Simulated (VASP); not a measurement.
Sb, 1 atom in the cell. It takes space group R-3m (No. 166, trigonal). The conventional cell has a = 3.276 Å, b = 3.276 Å, c = 7.905 Å, α = 90.00°, β = 90.00°, γ = 120.00°. Within 4.3 Å of Sb (site symmetry -3m) lie 12 Sb at 3.24 to 3.28 Å.  This cell differs from its parent crystal: equal xy, yz and zx shear strains of -1 %.

```yaml
Program: VASP 6.6.1
Task: single point
Functional: PBEsol
Potentials_or_basis: VASP PAW PBE potentials, release 64 (Sb)
Cutoff: 520 eV
k_mesh: 12 × 12 × 12
Occupations: fermi-dirac, width 0.05 eV
Spin: no spin polarisation
Dipole_correction: no
Further_INCAR_settings: ALGO = Normal; EDIFF = 1e-06; NBANDS = 8
```

Potentials or basis: VASP PAW PBE potentials, release 64 (Sb).

Command:

```sh
$ cat potpaw_PBE.64/Sb/POTCAR > POTCAR
$ mpirun -np 1 vasp_std > vasp.out
```

Hardware: 1 thread of Intel Xeon 6975P-C, with other jobs on the host.

Question: How long does it take, and how much memory?

Answer: Wall time 13 s on 1 thread of Intel Xeon 6975P-C, with other jobs on the host, peak memory 0.16 GiB. Counts: scf iterations 9, k points 189.
